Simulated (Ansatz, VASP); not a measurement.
**Ag in VASP and in Ansatz**

Contents of INCAR:

```
PREC = Accurate
ENCUT = 520
EDIFF = 1E-8
ISMEAR = -1
SIGMA = 0.08
LREAL = False
LASPH = True
NELM = 80
ALGO = Normal
ISIF = 2
LWAVE = False
LCHARG = False
GGA = PE
LEFG = True
NBANDS = 30
```

The input KPOINTS:

```
Automatic mesh
0
Gamma
  14 14 4
```

POSCAR

```
Ag
1.0
    2.8765459973      0.0000000000      0.0000000000
   -1.4382729987      2.4911619089      0.0000000000
    0.0000000000      0.0000000000      9.9665549341
Ag
4
Direct
    0.3333333333      0.6666666667      0.2500000000
    0.6666666667      0.3333333333      0.7500000000
    0.0000000000      0.0000000000      0.0000000000
    0.0000000000      0.0000000000      0.5000000000
```

Input for Ansatz:

```yaml
crystal:
  lattice:
    - [2.8765459973, 0.0, 0.0]
    - [-1.4382729987, 2.4911619089, 0.0]
    - [0.0, 0.0, 9.9665549341]
  atoms:
    - { symbol: Ag, position: [0.3333333333, 0.6666666667, 0.25] }
    - { symbol: Ag, position: [0.6666666667, 0.3333333333, 0.75] }
    - { symbol: Ag, position: [0.0, 0.0, 0.0] }
    - { symbol: Ag, position: [0.0, 0.0, 0.5] }
kpoints:
  mp_grid: { grid: [14, 14, 4] }
scf:
  occupations: { method: fermi_dirac, width: 0.08 }
hamiltonian:
  xc: pbe
  pseudopotentials: { kind: all_electron, datasets: crystal }
output:
  forces: true
  stress: true
  eigenvalues: true
  efg: { contact_densities: true }
```

Change from the starting cell: volume scaled by 0.99, crystal datasets.

Alike in both runs: task electric field gradients; functional PBE; k mesh 14 × 14 × 4; occupations fermi-dirac, width 0.08 eV; no spin polarisation.

```csv
,VASP,Ansatz
version,VASP 6.6.1,Ansatz 0.2.0
potentials or method,"VASP PAW PBE potentials, release 64 (Ag), cutoff 520 eV","all-electron PAW with datasets made for the crystal, scalar-relativistic"
```

Ansatz gave:

* pressure (GPa): 0.5
* traceless stress, the component that is largest in VASP (GPa): -3.47
* size of Vzz on the site where it differs most (V/Å²): 4.3

Estimate VASP's values.

pressure (GPa): 0.4; traceless stress, the component that is largest in VASP (GPa): -3.45; size of Vzz on the site where it differs most (V/Å²): 9.7.

Ansatz ran all-electron here, and VASP with PAW potentials.
